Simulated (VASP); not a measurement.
# Li (R-3m) in VASP: a series of runs, part 2 of 2

VASP 6.6.1.

**3. Single point, PBE (21.85 Å³/atom)**

This run uses another cell than the first one, of 21.85 Å³/atom.

The input, INCAR:

```
PREC = Accurate
ENCUT = 520
EDIFF = 1E-7
ISMEAR = -1
SIGMA = 0.1
LREAL = False
LASPH = True
NELM = 80
ALGO = Normal
ISIF = 2
LWAVE = False
LCHARG = False
GGA = PE
NBANDS = 12
```

The input, KPOINTS:

```
Automatic mesh
0
Gamma
  16 16 16
```

The input, POSCAR:

```
Li
1.0
    1.5724757515      0.9078692984      7.6527935669
   -1.5724757515      0.9078692984      7.6527935669
    0.0000000000     -1.8157385968      7.6527935669
Li
3
Direct
    0.0000000000      1.0000000000      1.0000000000
    0.2221855009      0.2221855009      0.2221855009
    0.7778144991      0.7778144991      0.7778144991
```

Potentials or basis: VASP PAW PBE potentials, release 64 (Li_sv).

Launch:

```
$ cat potpaw_PBE.64/Li_sv/POTCAR > POTCAR
$ mpirun -np 1 vasp_std > vasp.out
```

OUTCAR:

```text
PREC = Accurate
   ENCUT = 520
   EDIFF = 1E-7
   ISMEAR = -1
   LREAL = False
   LASPH = True
   NELM = 80
   ISIF = 2
   GGA = PE

 ion  position               nearest neighbor table
   1  0.000  0.000  0.000-
   2  0.222  0.222  0.222-
   3  0.778  0.778  0.778-

  LATTYP: Found a trigonal (rhomboedric) cell.
 ALAT       =     7.8652499026
 COS(alpha) =     0.9200583960

  Lattice vectors:

 A1 = (   1.5724757515,   0.9078692984,   7.6527935669)
 A2 = (  -1.5724757515,   0.9078692984,   7.6527935669)
 A3 = (   0.0000000000,  -1.8157385968,   7.6527935669)

Analysis of symmetry for initial positions (statically):
=====================================================================
 Subroutine PRICEL returns:
 Original cell was already a primitive cell.

 Routine SETGRP: Setting up the symmetry group for a
 trigonal (rhombohedral) supercell.

 Subroutine GETGRP returns: Found 12 space group operations
 (whereof 12 operations were pure point group operations)
 out of a pool of 12 trial point group operations.

The static configuration has the point symmetry D_3d.

Analysis of symmetry for dynamics (positions and initial velocities):
=====================================================================
 Subroutine PRICEL returns:
 Original cell was already a primitive cell.

 Routine SETGRP: Setting up the symmetry group for a
 trigonal (rhombohedral) supercell.

 Subroutine GETGRP returns: Found 12 space group operations
 (whereof 12 operations were pure point group operations)
 out of a pool of 12 trial point group operations.

The dynamic configuration has the point symmetry D_3d.

 Subroutine INISYM returns: Found 12 space group operations
 (whereof 12 operations are pure point group operations),
 and found     1 'primitive' translations

----------------------------------------------------------------------------------------

                                     Primitive cell

  volume of cell :      65.5509

  direct lattice vectors                    reciprocal lattice vectors
     1.572475752  0.907869298  7.652793567     0.317969927  0.183580023  0.043557079
    -1.572475752  0.907869298  7.652793567    -0.317969927  0.183580023  0.043557079
     0.000000000 -1.815738597  7.652793567     0.000000000 -0.367160046  0.043557079

  length of vectors
     7.865249903  7.865249903  7.865249903     0.369734660  0.369734660  0.369734660

  position of ions in fractional coordinates (direct lattice)
     0.000000000  0.000000000  0.000000000
     0.222185501  0.222185501  0.222185501
     0.777814499  0.777814499  0.777814499

  ion indices of the primitive-cell ions
   primitive index   ion index
                 1           1
                 2           2
                 3           3

----------------------------------------------------------------------------------------

 KPOINTS: Automatic mesh

Automatic generation of k-mesh.
 Grid dimensions read from file:
 generate k-points for:   16   16   16

 Generating k-lattice:

[... 22 lines left out ...]
  0.250000 -0.000000  0.000000      6.000000
  0.312500  0.000000 -0.000000      6.000000
[... 16 lines left out ...]
 -0.125000  0.062500  0.000000     12.000000
 -0.062500  0.062500  0.000000      6.000000
 [... further k-points ...]
   k-points           NKPTS =    417   k-points in BZ     NKDIM =    417   number of bands    NBANDS=     12
   number of dos      NEDOS =    301   number of ions     NIONS =      3
   total plane-waves  NPLWV = 216000
   dimension x,y,z NGX =    60 NGY =   60 NGZ =   60
   dimension x,y,z NGXF=   120 NGYF=  120 NGZF=  120
   ions per type =               3
   NGX,Y,Z   is equivalent  to a cutoff of  12.68, 12.68, 12.68 a.u.
   NGXF,Y,Z  is equivalent  to a cutoff of  25.36, 25.36, 25.36 a.u.
 SYSTEM =  unknown system
   PREC   = accura    normal or accurate (medium, high low for compatibility)
   ISTART =      0    job   : 0-new  1-cont  2-samecut
   ICHARG =      2    charge: 1-file 2-atom 10-const
   ISPIN  =      1    spin polarized calculation?
   LNONCOLLINEAR =      F non collinear calculations
   LSORBIT =      F    spin-orbit coupling
   LASPH  =      T    aspherical Exc in radial PAW
   ENCUT  =  520.0 eV  38.22 Ry    6.18 a.u.  14.62 14.62 14.62*2*pi/ulx,y,z
   NELM   =     80;   NELMIN=  2; NELMDL= -5     # of ELM steps
   EDIFF  = 0.1E-06   stopping-criterion for ELM
   LREAL  =      F    real-space projection
   EDIFFG = 0.1E-05   stopping-criterion for IOM
   NSW    =      0    number of steps for IOM
   IBRION =     -1    ionic relax: 0-MD 1-quasi-New 2-CG
   NFREE  =      0    steps in history (QN), initial steepest desc. (CG)
   ISIF   =      2    stress and relaxation
   ISYM   =      2    0-nonsym 1-usesym 2-fastsym
   POTIM  = 0.5000    time-step for ionic-motion
   TEBEG  =    0.0;   TEEND  =   0.0 temperature during run
   PSTRESS=    0.0 pullay stress
   NELECT =       9.0000    total number of electrons
   NUPDOWN=      -1.0000    fix difference up-down
   EMIN   =  10.00;   EMAX   =-10.00  energy-range for DOS
   EFERMI =   0.00;   METHOD = LEGACY
   ISMEAR =    -1;   SIGMA  =   0.10  broadening in eV -4-tet -1-fermi 0-gaus
   EFERMI_NEDOS =   21; number of points for ismear=-14 and -15
   IALGO  =     38    algorithm
   IMIX   =      4    mixing-type and parameters
     AMIX     =   0.40;   BMIX     =  1.00
     AMIX_MAG =   1.60;   BMIX_MAG =  1.00
  volume/ion in A,a.u.               =      21.85       147.45
  Fermi-wavevector in a.u.,A,eV,Ry     =   0.844558  1.595983  9.704740  0.713278
  Thomas-Fermi vector in A             =   1.959605
   LORBIT       =      0    0 simple, 1 ext, 2 COOP (PROOUT), +10 PAW based schemes
   GGA     = PE    functional components
   LHFCALC =     F    Hartree Fock is set to
   AEXX    =    0.0000 exact exchange contribution
   IVDW    =     0    specifies the selected vdW correction
   LEPSILON=     F    determine dielectric tensor
   LRPA    =     F    only Hartree local field effects (RPA)
 non-spin polarized calculation
  energy-cutoff  :      520.00
  volume of cell :       65.55
 maximum number of plane-waves:      1786
   NGX = 29   NGY = 29   NGZ = 29

 number of electron       9.0000008 magnetization

 Free energy of the ion-electron system (eV)
  ---------------------------------------------------
  ext. energy  EPLUGINS =         0.00000000
  ---------------------------------------------------
  free energy    TOTEN  =        -5.73048164 eV

  energy without entropy =       -5.68360228  energy(sigma->0) =       -5.70704196

 E-fermi :   0.4170     XC(G=0):  -6.8641

 val. band max:        0.4115936470   @ k =   0.4375   0.3750   0.3750
 cond. band min:       0.4177808511   @ k =  -0.3125   0.1875   0.1875
 fundamental gap:      0.0061872041
 Fermi energy:         0.4169673654

 k-point     1 :       0.0000    0.0000    0.0000
  band No.  band energies     occupation
      1     -46.2368      2.00000
      2     -46.2271      2.00000
      3     -46.2256      2.00000
      4      -3.0394      2.00000
      5      -1.1155      2.00000
      6      -1.1152      2.00000
      7       5.8739      0.00000
      8       5.8770      0.00000
      9      12.5113      0.00000
     10      12.5113      0.00000
     11      12.6380      0.00000
     12      12.6380      0.00000
[... 331 lines left out ...]
 k-point    24 :      -0.0625    0.0625    0.0000
  band No.  band energies     occupation
      1     -46.2354      2.00000
      2     -46.2263      2.00000
      3     -46.2249      2.00000
      4      -2.8588      2.00000
      5      -0.9246      2.00000
      6      -0.9243      2.00000
      7       5.9809      0.00000
      8       5.9811      0.00000
      9      11.0019      0.00000
     10      11.1012      0.00000
     11      11.6416      0.00000
     12      11.8012      0.00000

 [... further k-points ...]

------------------------ aborting loop because EDIFF is reached ----------------------------------------

  FORCE on cell =-STRESS in cart. coord.  units (eV):
  Direction    XX          YY          ZZ          XY          YZ          ZX
  --------------------------------------------------------------------------------------
  -------------------------------------------------------------------------------------
  Total       -0.4283122     -0.4283122     -0.3582437      0.0000000      0.0000000     -0.0000000
  in kB      -10.4686938    -10.4686938     -8.7560988      0.0000000      0.0000000     -0.0000000
  external PRESSURE =      -9.8978288 kB  Pullay stress =       0.0000000 kB

 VOLUME and BASIS-vectors are now :
 -----------------------------------------------------------------------------
  energy-cutoff  :      520.00
  volume of cell :       65.55
      direct lattice vectors                 reciprocal lattice vectors
     1.572475752  0.907869298  7.652793567     0.317969927  0.183580023  0.043557079
    -1.572475752  0.907869298  7.652793567    -0.317969927  0.183580023  0.043557079
     0.000000000 -1.815738597  7.652793567     0.000000000 -0.367160046  0.043557079

 POSITION                                       TOTAL-FORCE (eV/Angst)
 -----------------------------------------------------------------------------------
      0.00000      0.00000      0.00000         0.000000     -0.000000      0.000000
      0.00000      0.00000      5.10102         0.000000      0.000000      0.001789
      0.00000      0.00000     17.85736         0.000000     -0.000000     -0.001789
 -----------------------------------------------------------------------------------
    total drift:                               -0.000000      0.000000     -0.000000

  FREE ENERGIE OF THE ION-ELECTRON SYSTEM (eV)
  ---------------------------------------------------
  free  energy   TOTEN  =        -5.7304816394 eV

  energy  without entropy=       -5.6836022788  energy(sigma->0) =       -5.70704196
```

Run time: 9.6 min. Hardware: 1 thread of Intel Xeon 6975P-C (Granite Rapids), shared host; peak memory 0.61 GiB.

What came out:

```yaml
Free_energy: -5.7305 eV
Band_gap_on_the_k_mesh: zero (an odd number of electrons rules out a gap without spin polarisation)
```

Caveat: the cutoff is under 1.25 times the usual one of these potentials, so pressure, stress and relaxed cells hold a basis-set (Pulay) error.

**4. Single point, PBE (22.66 Å³/atom)**

This run uses another cell than the first one, of 22.66 Å³/atom.

The input, INCAR:

```
PREC = Accurate
ENCUT = 520
EDIFF = 1E-6
ISMEAR = -1
SIGMA = 0.1
LREAL = F
LASPH = T
NELM = 80
ALGO = Normal
ISIF = 2
LWAVE = F
LCHARG = F
GGA = PE
NBANDS = 12
```

KPOINTS is that of step 3.

The input, POSCAR:

```
Li
1.0
    1.5916541752      0.9189419665      7.7461295165
   -1.5916541752      0.9189419665      7.7461295165
    0.0000000000     -1.8378839330      7.7461295165
Li
3
Direct
    0.0000000000      1.0000000000      1.0000000000
    0.2221855009      0.2221855009      0.2221855009
    0.7778144991      0.7778144991      0.7778144991
```

Launch:

```
$ cat potpaw_PBE.64/Li_sv/POTCAR > POTCAR
$ mpirun -np 1 vasp_std > vasp.out
```

Run time: 8.7 min. Hardware: 1 thread of Intel Xeon 6975P-C (Granite Rapids), shared host; peak memory 0.58 GiB.

Results (log left out):

```
Free energy            : -5.7141 eV
Band gap on the k mesh : zero (an odd number of electrons rules out a gap without spin polarisation)
```

Levels at points of the mesh, in eV from the Fermi level:
```
           k point  band 1  band 2  band 3  band 4  band 5  band 6  band 7  band 8  band 9  band 10
(0.00, 0.00, 0.00)  -46.72  -46.71  -46.71   -3.41   -1.51   -1.51    5.31    5.31   11.79    11.79
(0.50, 0.00, 0.00)  -46.71  -46.70  -46.70   -0.04    0.75    1.00    3.39    3.54    4.14     7.85
(0.50, 0.50, 0.00)  -46.71  -46.70  -46.70    0.24    0.33    1.06    2.88    4.10    5.16     6.29
(0.50, 0.50, 0.50)  -46.72  -46.71  -46.71   -2.93   -2.93    0.07    2.63    9.85    9.86    11.50
```

Caveat: the cutoff is under 1.25 times the usual one of these potentials, so pressure, stress and relaxed cells hold a basis-set (Pulay) error.

**5. The runs side by side**

| cell | gap on the mesh (eV) |
| --- | --- |
| a = 7.767 Å, angles 23.1°, 3 atoms | none |
| a = 7.865 Å, angles 23.1°, 3 atoms | none |
| a = 7.961 Å, angles 23.1°, 3 atoms | none |

Alike in all rows: task single point; level PBE; potentials or basis VASP PAW PBE potentials, release 64 (Li_sv); no spin polarisation; k mesh 16 × 16 × 16; cutoff (eV) 520; smearing fermi-dirac 0.1 eV.

Caveats: the cutoff is under 1.25 times the usual one of these potentials, so pressure, stress and relaxed cells hold a basis-set (Pulay) error.

Total energies depend on the potentials used, so only differences within one code and one set of settings carry meaning.
